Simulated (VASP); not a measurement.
# N (Fm-3m) in VASP: single point with r2SCAN

Aim: the single point of N with r2SCAN.

All numbers are computed with VASP 6.6.1; they aren't measurements. Logs are shortened: lines on timing, memory, paths and dates and some standing lists are left out, and cuts for length are marked.

### 1 The cell of the first run

The structure is cubic, space group Fm-3m (No. 225). The conventional cell has a = 3.108 Å, b = 3.108 Å, c = 3.108 Å, α = 90.00°, β = 90.00°, γ = 90.00°. N (site symmetry m-3m) has 12 N at 2.20 Å within 2.9 Å.

### 2 Single point, r2SCAN

File POSCAR:

```
N
1.0
    0.0000000000      1.5538086100      1.5538086100
    1.5538086100      0.0000000000      1.5538086100
    1.5538086100      1.5538086100      0.0000000000
N
1
Direct
    0.0000000000      0.0000000000      0.0000000000
```

File INCAR.step1:

```
PREC     = Accurate       # precision mode
ENCUT    = 660            # plane-wave cutoff, eV
ISMEAR   = 0              # smearing method
SIGMA    = 0.1            # smearing width, eV
LREAL    = F              # projectors in reciprocal space
LASPH    = T              # aspherical terms in the spheres
NELM     = 120            # most SCF steps
NBANDS   = 8              # bands
GGA      = PE             # functional
ALGO     = Normal         # electronic algorithm
EDIFF    = 1E-5           # SCF threshold, eV
LWAVE    = T              # write WAVECAR
LCHARG   = F              # write CHGCAR
GGA_COMPAT= F
```

File INCAR.step2:

```
PREC     = Accurate       # precision mode
ENCUT    = 660            # plane-wave cutoff, eV
EDIFF    = 1E-6           # SCF threshold, eV
ISMEAR   = 0              # smearing method
SIGMA    = 0.1            # smearing width, eV
LREAL    = F              # projectors in reciprocal space
LASPH    = T              # aspherical terms in the spheres
NELM     = 120            # most SCF steps
ALGO     = Normal         # electronic algorithm
ISIF     = 2              # what is computed and relaxed
LWAVE    = F              # write WAVECAR
LCHARG   = F              # write CHGCAR
METAGGA  = R2SCAN         # meta-GGA
LMIXTAU  = T            
NBANDS   = 8              # bands
ISTART   = 1            
GGA_COMPAT= F
```

File KPOINTS:

```
Automatic mesh
0
Gamma
  10 10 10
```

Potentials or basis: VASP PAW PBE potentials, release 64 (N).

The run is started by

```console
$ cat potpaw_PBE.64/N/POTCAR > POTCAR
$ cp INCAR.step1 INCAR
$ mpirun -np 1 vasp_std > vasp.out
$ cp INCAR.step2 INCAR
$ mpirun -np 1 vasp_std > vasp.out
```

OUTCAR:

```text
PREC = Accurate
   ENCUT = 660
   EDIFF = 1E-6
   ISMEAR = 0
   LREAL = F
   LASPH = T
   NELM = 120
   ISIF = 2
   METAGGA = R2SCAN
   ISTART = 1

 ion  position               nearest neighbor table
   1  0.000  0.000  0.000-

  LATTYP: Found a face centered cubic cell.
 ALAT       =     3.1076172200

  Lattice vectors:

 A1 = (   0.0000000000,   1.5538086100,   1.5538086100)
 A2 = (   1.5538086100,   0.0000000000,   1.5538086100)
 A3 = (   1.5538086100,   1.5538086100,   0.0000000000)

Analysis of symmetry for initial positions (statically):
=====================================================================
 Subroutine PRICEL returns:
 Original cell was already a primitive cell.

 Routine SETGRP: Setting up the symmetry group for a
 face centered cubic supercell.

 Subroutine GETGRP returns: Found 48 space group operations
 (whereof 48 operations were pure point group operations)
 out of a pool of 48 trial point group operations.

The static configuration has the point symmetry O_h .

Analysis of symmetry for dynamics (positions and initial velocities):
=====================================================================
 Subroutine PRICEL returns:
 Original cell was already a primitive cell.

 Routine SETGRP: Setting up the symmetry group for a
 face centered cubic supercell.

 Subroutine GETGRP returns: Found 48 space group operations
 (whereof 48 operations were pure point group operations)
 out of a pool of 48 trial point group operations.

The dynamic configuration has the point symmetry O_h .

 Subroutine INISYM returns: Found 48 space group operations
 (whereof 48 operations are pure point group operations),
 and found     1 'primitive' translations

----------------------------------------------------------------------------------------

                                     Primitive cell

  volume of cell :       7.5028

  direct lattice vectors                    reciprocal lattice vectors
     0.000000000  1.553808610  1.553808610    -0.321789953  0.321789953  0.321789953
     1.553808610  0.000000000  1.553808610     0.321789953 -0.321789953  0.321789953
     1.553808610  1.553808610  0.000000000     0.321789953  0.321789953 -0.321789953

  length of vectors
     2.197417210  2.197417210  2.197417210     0.557356548  0.557356548  0.557356548

  position of ions in fractional coordinates (direct lattice)
     0.000000000  0.000000000  0.000000000

  ion indices of the primitive-cell ions
   primitive index   ion index
                 1           1

----------------------------------------------------------------------------------------

 KPOINTS: Automatic mesh

Automatic generation of k-mesh.
 Grid dimensions read from file:
 generate k-points for:   10   10   10

 Generating k-lattice:

  Cartesian coordinates                     Fractional coordinates (reciprocal lattice)
    -0.032178995  0.032178995  0.032178995     0.100000000  0.000000000  0.000000000
     0.032178995 -0.032178995  0.032178995     0.000000000  0.100000000  0.000000000
     0.032178995  0.032178995 -0.032178995     0.000000000  0.000000000  0.100000000

  Length of vectors
     0.055735655  0.055735655  0.055735655

  Shift w.r.t. Gamma in fractional coordinates (k-lattice)
     0.000000000  0.000000000  0.000000000

 Subroutine IBZKPT returns following result:
 ===========================================

 Found     47 irreducible k-points:

 Following reciprocal coordinates:
            Coordinates               Weight
  0.000000  0.000000  0.000000      1.000000
  0.100000  0.000000  0.000000      8.000000
  0.200000  0.000000  0.000000      8.000000
  0.300000  0.000000  0.000000      8.000000
  0.400000  0.000000  0.000000      8.000000
  0.500000  0.000000  0.000000      4.000000
[... 16 lines left out ...]
  0.300000  0.300000  0.000000      6.000000
  0.400000  0.300000  0.000000     24.000000
 [... further k-points ...]
   k-points           NKPTS =     47   k-points in BZ     NKDIM =     47   number of bands    NBANDS=      8
   number of dos      NEDOS =    301   number of ions     NIONS =      1
   total plane-waves  NPLWV =   5832
   dimension x,y,z NGX =    18 NGY =   18 NGZ =   18
   dimension x,y,z NGXF=    36 NGYF=   36 NGZF=   36
   ions per type =               1
   NGX,Y,Z   is equivalent  to a cutoff of  13.62, 13.62, 13.62 a.u.
   NGXF,Y,Z  is equivalent  to a cutoff of  27.24, 27.24, 27.24 a.u.
 SYSTEM =  unknown system
   PREC   = accura    normal or accurate (medium, high low for compatibility)
   ISTART =      1    job   : 0-new  1-cont  2-samecut
   ICHARG =      0    charge: 1-file 2-atom 10-const
   ISPIN  =      1    spin polarized calculation?
   LNONCOLLINEAR =      F non collinear calculations
   LSORBIT =      F    spin-orbit coupling
   LASPH  =      T    aspherical Exc in radial PAW
   ENCUT  =  660.0 eV  48.51 Ry    6.96 a.u.   4.60  4.60  4.60*2*pi/ulx,y,z
   NELM   =    120;   NELMIN=  2; NELMDL=  0     # of ELM steps
   EDIFF  = 0.1E-05   stopping-criterion for ELM
   LREAL  =      F    real-space projection
   EDIFFG = 0.1E-04   stopping-criterion for IOM
   NSW    =      0    number of steps for IOM
   IBRION =     -1    ionic relax: 0-MD 1-quasi-New 2-CG
   NFREE  =      0    steps in history (QN), initial steepest desc. (CG)
   ISIF   =      2    stress and relaxation
   ISYM   =      2    0-nonsym 1-usesym 2-fastsym
   POTIM  = 0.5000    time-step for ionic-motion
   TEBEG  =    0.0;   TEEND  =   0.0 temperature during run
   PSTRESS=    0.0 pullay stress
   NELECT =       5.0000    total number of electrons
   NUPDOWN=      -1.0000    fix difference up-down
   EMIN   =  10.00;   EMAX   =-10.00  energy-range for DOS
   EFERMI =   0.00;   METHOD = LEGACY
   ISMEAR =     0;   SIGMA  =   0.10  broadening in eV -4-tet -1-fermi 0-gaus
   EFERMI_NEDOS =   21; number of points for ismear=-14 and -15
   IALGO  =     38    algorithm
   IMIX   =      4    mixing-type and parameters
     AMIX     =   0.40;   BMIX     =  1.00
     AMIX_MAG =   1.60;   BMIX_MAG =  1.00
  volume/ion in A,a.u.               =       7.50        50.63
  Fermi-wavevector in a.u.,A,eV,Ry     =   1.429960  2.702233 27.821008  2.044786
  Thomas-Fermi vector in A             =   2.549857
   LORBIT       =      0    0 simple, 1 ext, 2 COOP (PROOUT), +10 PAW based schemes
   METAGGA = R2SCAN    functional components
   LHFCALC =     F    Hartree Fock is set to
   AEXX    =    0.0000 exact exchange contribution
   IVDW    =     0    specifies the selected vdW correction
   LEPSILON=     F    determine dielectric tensor
   LRPA    =     F    only Hartree local field effects (RPA)
 non-spin polarized calculation
 Gauss-broadening in eV      SIGMA  =   0.10
  energy-cutoff  :      660.00
  volume of cell :        7.50
 maximum number of plane-waves:       302
   NGX =  9   NGY =  9   NGZ =  9

 number of electron       5.0000000 magnetization

 Free energy of the ion-electron system (eV)
  ---------------------------------------------------
  ext. energy  EPLUGINS =         0.00000000
  ---------------------------------------------------
  free energy    TOTEN  =        -4.36611119 eV

  energy without entropy =       -4.36025673  energy(sigma->0) =       -4.36318396

 E-fermi :   5.4636     XC(G=0): -13.4918

 val. band max:        5.4084782897   @ k =  -0.4000   0.4000   0.1000
 cond. band min:       5.4675369591   @ k =  -0.4000   0.4000   0.2000
 fundamental gap:      0.0590586694
 Fermi energy:         5.4635892047

 k-point     1 :       0.0000    0.0000    0.0000
  band No.  band energies     occupation
      1     -15.9048      2.00000
      2       9.6924      0.00000
      3       9.6924      0.00000
      4       9.6924      0.00000
      5      30.4221      0.00000
      6      38.5939      0.00000
      7      38.5939      0.00000
      8      38.5939      0.00000

 k-point     2 :       0.1000    0.0000    0.0000
  band No.  band energies     occupation
      1     -15.5263      2.00000
      2       8.6644      0.00000
      3       9.5544      0.00000
      4       9.5544      0.00000
      5      30.7593      0.00000
      6      35.8782      0.00000
      7      39.0360      0.00000
      8      39.0360      0.00000

 k-point     3 :       0.2000    0.0000    0.0000
  band No.  band energies     occupation
      1     -14.4077      2.00000
      2       5.9477      0.00000
      3       9.2118      0.00000
      4       9.2118      0.00000
      5      31.0808      0.00000
      6      33.4528      0.00000
      7      39.2651      0.00000
      8      39.2651      0.00000

 k-point     4 :       0.3000    0.0000    0.0000
  band No.  band energies     occupation
      1     -12.6181      2.00000
      2       2.3587      2.00000
      3       8.8209      0.00000
      4       8.8209      0.00000
      5      30.0283      0.00000
      6      33.5465      0.00000
      7      37.9255      0.00000
      8      37.9255      0.00000

 k-point     5 :       0.4000    0.0000    0.0000
  band No.  band energies     occupation
      1     -10.3981      2.00000
      2      -1.1966      2.00000
      3       8.5273      0.00000
      4       8.5273      0.00000
      5      29.1506      0.00000
      6      33.9427      0.00000
      7      36.5785      0.00000
      8      36.5785      0.00000

 k-point     6 :       0.5000    0.0000    0.0000
  band No.  band energies     occupation
      1      -8.9640      2.00000
      2      -3.1158      2.00000
      3       8.4200      0.00000
      4       8.4200      0.00000
      5      28.8689      0.00000
      6      34.0347      0.00000
      7      36.0798      0.00000
      8      36.0798      0.00000

 k-point     7 :       0.1000    0.1000    0.0000
  band No.  band energies     occupation
      1     -15.4003      2.00000
      2       8.9474      0.00000
      3       9.2069      0.00000
      4       9.2069      0.00000
      5      30.7978      0.00000
      6      34.9847      0.00000
      7      39.3769      0.00000
      8      39.3769      0.00000
[... 133 lines left out ...]
 k-point    20 :      -0.4000    0.2000    0.0000
  band No.  band energies     occupation
      1      -8.1546      2.00000
      2      -1.6129      2.00000
      3       4.8638      2.00000
      4       7.7029      0.00000
      5      27.9513      0.00000
      6      31.4513      0.00000
      7      35.9288      0.00000
      8      39.0818      0.00000

 k-point    21 :      -0.3000    0.2000    0.0000
  band No.  band energies     occupation
      1      -9.9922      2.00000
      2       0.8498      2.00000
      3       4.7126      2.00000
      4       8.3319      0.00000
      5      29.5512      0.00000
      6      31.9086      0.00000
      7      34.7512      0.00000
      8      39.1132      0.00000

 k-point    22 :      -0.2000    0.2000    0.0000
  band No.  band energies     occupation
      1     -12.0266      2.00000
      2       3.5185      2.00000
      3       5.6202      0.02675
      4       8.9551      0.00000
      5      31.3662      0.00000
      6      32.1766      0.00000
      7      34.2868      0.00000
      8      39.8489      0.00000

 k-point    23 :       0.3000    0.3000    0.0000
  band No.  band energies     occupation
      1     -11.5268      2.00000
      2       4.0773      2.00000
      3       6.7736      0.00000
      4       6.7736      0.00000
      5      25.9870      0.00000
      6      27.6024      0.00000
      7      38.3772      0.00000
      8      44.3106      0.00000

 k-point    24 :       0.4000    0.3000    0.0000
  band No.  band energies     occupation
      1      -9.8689      2.00000
      2       2.1577      2.00000
      3       5.7060      0.00061
      4       6.3792      0.00000
      5      24.6022      0.00000
      6      27.3536      0.00000
      7      38.3464      0.00000
      8      44.7211      0.00000

 [... further k-points ...]
[... 5 lines left out ...]
  --------------------------------------------------------------------------------------
  -------------------------------------------------------------------------------------
  Total        0.0081808      0.0081808      0.0081808      0.0000000      0.0000000     -0.0000000
  in kB        1.7469615      1.7469615      1.7469615      0.0000000      0.0000000     -0.0000000
  external PRESSURE =       1.7469615 kB  Pullay stress =       0.0000000 kB

 VOLUME and BASIS-vectors are now :
 -----------------------------------------------------------------------------
  energy-cutoff  :      660.00
  volume of cell :        7.50
      direct lattice vectors                 reciprocal lattice vectors
     0.000000000  1.553808610  1.553808610    -0.321789953  0.321789953  0.321789953
     1.553808610  0.000000000  1.553808610     0.321789953 -0.321789953  0.321789953
     1.553808610  1.553808610  0.000000000     0.321789953  0.321789953 -0.321789953

 POSITION                                       TOTAL-FORCE (eV/Angst)
 -----------------------------------------------------------------------------------
      0.00000      0.00000      0.00000        -0.000000      0.000000      0.000000
 -----------------------------------------------------------------------------------
    total drift:                                0.000000      0.000000     -0.000000

  FREE ENERGIE OF THE ION-ELECTRON SYSTEM (eV)
  ---------------------------------------------------
  free  energy   TOTEN  =        -4.3661111939 eV

  energy  without entropy=       -4.3602567338  energy(sigma->0) =       -4.36318396
```

It took 6.9 s on 1 thread of Intel Xeon 6975P-C (Granite Rapids), shared host; peak memory 0.11 GiB.

What came out:

| Item | Value |
| --- | --- |
| Free energy | -4.3661 eV |
| Pressure | 0.2 GPa |

Levels at points of the mesh, in eV from the Fermi level:
```csv
k point,band 1,band 2,band 3,band 4,band 5,band 6,band 7
"(0.00, 0.00, 0.00)",-21.37,4.23,4.23,4.23,24.96,33.13,33.13
"(0.50, 0.00, 0.00)",-14.43,-8.58,2.96,2.96,23.41,28.57,30.62
"(0.50, 0.50, 0.00)",-11.81,-7.11,0.05,0.05,16.01,19.60,34.60
```

Caveat: the PAW data sets were made with another functional, which shifts forces and pressure a little.
